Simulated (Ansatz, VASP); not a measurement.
# SnO2 in VASP and in Ansatz

File POSCAR:

```
SnO2
1.0
    1.5840819130      0.9145701189      4.7025938089
   -1.5840819130      0.9145701189      4.7025938089
    0.0000000000     -1.8291402378      4.7025938089
Sn O
1 2
Direct
    0.5000000000      0.5000000000      0.5000000000
    0.7628300000      0.7628300000      0.7628300000
    0.2371700000      0.2371700000      0.2371700000
```

Contents of INCAR.step1:

```
PREC = Accurate ; ENCUT = 520
ISMEAR = -1 ; SIGMA = 0.05
LREAL = F ; LASPH = T
NELM = 80 ; NBANDS = 20
GGA = PE ; ALGO = Normal
EDIFF = 1E-4 ; LWAVE = T
LCHARG = F
```

INCAR.step2

```
PREC = Accurate ; ENCUT = 520
EDIFF = 1E-6 ; ISMEAR = -1
SIGMA = 0.05 ; LREAL = F
LASPH = T ; NELM = 80
ALGO = Normal ; ISIF = 2
LWAVE = F ; LCHARG = F
METAGGA = R2SCAN ; LMIXTAU = T
NBANDS = 20 ; ISTART = 1
```

KPOINTS

```
Automatic mesh
0
Gamma
  10 10 10
```

input.yaml

```yaml
crystal:
  lattice:
    - [1.584081913, 0.9145701189, 4.7025938089]
    - [-1.584081913, 0.9145701189, 4.7025938089]
    - [0.0, -1.8291402378, 4.7025938089]
  atoms:
    - { symbol: Sn, position: [0.5, 0.5, 0.5] }
    - { symbol: O, position: [0.76283, 0.76283, 0.76283] }
    - { symbol: O, position: [0.23717, 0.23717, 0.23717] }
hamiltonian:
  xc: r2scan
  pseudopotentials: { kind: paw }
kpoints:
  mp_grid: { grid: [10, 10, 10] }
scf:
  occupations: { method: fermi_dirac, width: 0.05 }
output:
  forces: true
  stress: true
  eigenvalues: true
```

Alike in both runs: task single point; functional r2SCAN; k mesh 10 × 10 × 10; occupations fermi-dirac, width 0.05 eV; no spin polarisation.

|  | VASP | Ansatz |
| --- | --- | --- |
| version | VASP 6.6.1 | Ansatz 0.2.0 |
| potentials or method | VASP PAW PBE potentials, release 64 (Sn_d, O) | Ansatz PAW |
| plane-wave cutoff (eV) | 520 | 500 |
| valence electrons in the cell | 26 | 26 |

VASP gave:

```
gap on the k mesh at the Fermi level (eV)                     : 2.89
least direct gap on the mesh (eV)                             : 3.07
pressure (GPa)                                                : 3.8
traceless stress, the component that is largest in VASP (GPa) : -3.71
rms of the force components (eV/Å)                            : 0.083
```

Question: Estimate Ansatz's values.

Answer: gap on the k mesh at the Fermi level (eV): 2.89; least direct gap on the mesh (eV): 3.06; pressure (GPa): 2.6; traceless stress, the component that is largest in VASP (GPa): -3.03; rms of the force components (eV/Å): 0.039.

VASP's potentials were made for PBE, not for r2SCAN. Atom by atom the forces differ by 0.043 eV/Å (rms over components). The functional is the same, so the differences come from potentials, cutoffs and numerics.
